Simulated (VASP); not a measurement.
Runs of VASP 6.6.1 on Al. The structure is that of space group Im-3m (No. 229), or close to it. The cells are those of the table. 

| cell | gap on the mesh (eV) | pressure (GPa) |
| --- | --- | --- |
| a = 2.719 Å, angles 109.5°, 1 atom | none | (a) |
| a = 2.792 Å, angles 109.5°, 1 atom | none | -2.8 |
| a = 2.810 Å, angles 109.5°, 1 atom | none | -4.0 |
| a = 2.700 Å, angles 109.5°, 1 atom | none | (b) |
| a = 2.774 Å, angles 109.5°, 1 atom | none | -1.5 |

Alike in all rows: task single point; level LDA; potentials or basis VASP PAW LDA potentials, release 64 (Al); no spin polarisation; k mesh 13 × 13 × 13; cutoff (eV) 520; smearing methfessel-paxton 0.1 eV.

Q: Estimate the missing entries.

A: (a) 3.7; (b) 5.8.

A gap of «none» marks levels without a gap at the run's occupations.
